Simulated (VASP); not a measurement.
A run of VASP 6.6.1:

Contents of POSCAR:

```
Ga
1.0
   -1.2506942736      1.2506942736      1.2506942736
    1.2506942736     -1.2506942736      1.2506942736
    1.2506942736      1.2506942736     -1.2506942736
Ga
1
Direct
    0.0000000000      0.0000000000      0.0000000000
```

The input INCAR.step1:

```
SYSTEM = Ga
ALGO     = Normal         ! electronic algorithm
EDIFF    = 1E-6           ! SCF threshold, eV
ENCUT    = 520            ! plane-wave cutoff, eV
GGA      = CA             ! functional
ISIF     = 2              ! what is computed and relaxed
ISMEAR   = -1             ! smearing method
LASPH    = .TRUE.         ! aspherical terms in the spheres
LCHARG   = .TRUE.         ! write CHGCAR
LREAL    = .FALSE.        ! projectors in reciprocal space
LWAVE    = .FALSE.        ! write WAVECAR
NBANDS   = 12             ! bands
NELM     = 60             ! most SCF steps
PREC     = Accurate       ! precision mode
SIGMA    = 0.05           ! smearing width, eV
```

The input KPOINTS.step1:

```
k-points
0
G
  16 16 16
  0 0 0
```

The input INCAR.step2:

```
SYSTEM = Ga
ALGO     = Normal         ! electronic algorithm
EDIFF    = 1E-6           ! SCF threshold, eV
ENCUT    = 520            ! plane-wave cutoff, eV
GGA      = CA             ! functional
ICHARG   = 11             ! starting density
ISIF     = 2              ! what is computed and relaxed
ISMEAR   = -5             ! smearing method
LASPH    = .TRUE.         ! aspherical terms in the spheres
LCHARG   = .FALSE.        ! write CHGCAR
LORBIT   = 11             ! projections on sites
LREAL    = .FALSE.        ! projectors in reciprocal space
LWAVE    = .FALSE.        ! write WAVECAR
NBANDS   = 12             ! bands
NEDOS    = 2001           ! points of the DOS
NELM     = 60             ! most SCF steps
PREC     = Accurate       ! precision mode
SIGMA    = 0.05           ! smearing width, eV
```

The input KPOINTS.step2:

```
k-points
0
G
  24 24 24
  0 0 0
```

Potentials or basis: VASP PAW LDA potentials, release 64 (Ga_d).

Command:

```bash
$ cat potpaw_LDA.64/Ga_d/POTCAR > POTCAR
$ cp INCAR.step1 INCAR
$ cp KPOINTS.step1 KPOINTS
$ mpirun -np 1 vasp_std > vasp.out
$ cp INCAR.step2 INCAR
$ cp KPOINTS.step2 KPOINTS
$ mpirun -np 1 vasp_std > vasp.out
```

Hardware: 1 thread of Intel(R) Xeon(R) Platinum 8488C (Sapphire Rapids), with other jobs on the host.

How long does it take, and how much memory?

It took 20 s on 1 thread of Intel(R) Xeon(R) Platinum 8488C (Sapphire Rapids), with other jobs on the host, peak memory 0.17 GiB. Counts: k points 413.
